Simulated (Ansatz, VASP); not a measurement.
NiO2: VASP beside Ansatz

```
Ni O
1.0
     1.40213    0.80952    6.97429
    -1.40213    0.80952    6.97429
     0.00000   -1.61904    6.97429
Ni O
1 2
Direct
  0.00000 0.00000 0.00000
  0.62121 0.62121 0.62121
  0.37879 0.37879 0.37879
```

Alike in both runs: task single point; functional LDA; k mesh 7 × 7 × 7; occupations fermi-dirac, width 0.1 eV; collinear spin; Hubbard terms Ni d U = 5.0 eV.

```csv
,VASP,Ansatz
version,VASP 6.6.1,Ansatz 0.2.0
potentials or method,"VASP PAW LDA potentials, release 64 (Ni, O), cutoff 600 eV","plane waves, PAW"
valence electrons in the cell,22,30
```

```csv
,VASP,Ansatz,Ansatz less VASP
pressure (GPa),-12.1,-7.5,+4.56
"traceless stress, the component that is largest in VASP (GPa)",3.84,2.34,-1.498
rms of the force components (eV/Å),0.580,0.377,-0.2034
net moment per atom (μB),0.00,0.00,0.000
```

LDA's correlation is that of Perdew and Zunger in VASP and of Perdew and Wang (1992) in Ansatz. The programs project onto different local orbitals, so the same U acts differently, and such runs can settle in different states. Atom by atom the forces differ by 0.203 eV/Å (rms over components). VASP's potentials hold 22 valence electrons a cell and Ansatz's 30, so a difference there can come from the potentials and not from the codes. Ansatz's warnings: seeded moment not kept.
